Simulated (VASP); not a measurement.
A run of VASP 6.6.1 is set up as follows.

The input INCAR:

```
SYSTEM = NaB4
  PREC = Accurate
  ENCUT = 520
  EDIFF = 1E-6
  ISMEAR = 0
  SIGMA = 0.1
  LREAL = .False.
  LASPH = .True.
  NELM = 100
  ALGO = Normal
  ISIF = 2
  LWAVE = .False.
  LCHARG = .True.
  GGA = PE
  LELF = .True.
  LVHAR = .True.
  NBANDS = 30
```

File KPOINTS:

```
regular mesh
0
Gamma
  4 4 4
  0 0 0
```

Contents of POSCAR:

```
NaB4
1.0
    2.3808453500     -4.2301335300      0.0000000000
    2.3808453500      4.2301335300      0.0000000000
    0.0000000000      0.0000000000      4.7224392000
Na B
2 8
Direct
    0.5000000000      0.5000000000      0.0000000000
    0.0000000000      0.0000000000      0.5000000000
    0.9579200100      0.7045400100      0.8301000000
    0.0420799900      0.2954599900      0.8301000000
    0.7045400100      0.9579200100      0.1699000000
    0.2954599900      0.0420799900      0.1699000000
    0.5420799900      0.7954599900      0.6699000000
    0.4579200100      0.2045400100      0.6699000000
    0.7954599900      0.5420799900      0.3301000000
    0.2045400100      0.4579200100      0.3301000000
```

Potentials or basis: VASP PAW PBE potentials, release 64 (Na_pv, B).

Command:

```bash
$ cat potpaw_PBE.64/Na_pv/POTCAR potpaw_PBE.64/B/POTCAR > POTCAR
$ mpirun -np 1 vasp_std > vasp.out
```

**Question.** What does it give for the pressure?

**Answer.** 19.6 GPa.

**Question.** Predict the largest force.

**Answer.** 3.817 eV/Å.

**Question.** Predict the band gap on the k mesh.

**Answer.** Zero (band 19 reaches 5.97 eV, above the bottom of band 20 at 2.58 eV).

Stress tensor (GPa, compression positive):
```
24.00  0.00  0.00
 0.00  7.53  0.00
 0.00  0.00 27.25
```

Caveat: the k points lie up to 0.38 Å⁻¹ apart; forces of over 1 eV/Å act on the atoms, so gaps and moduli don't describe the material at rest.
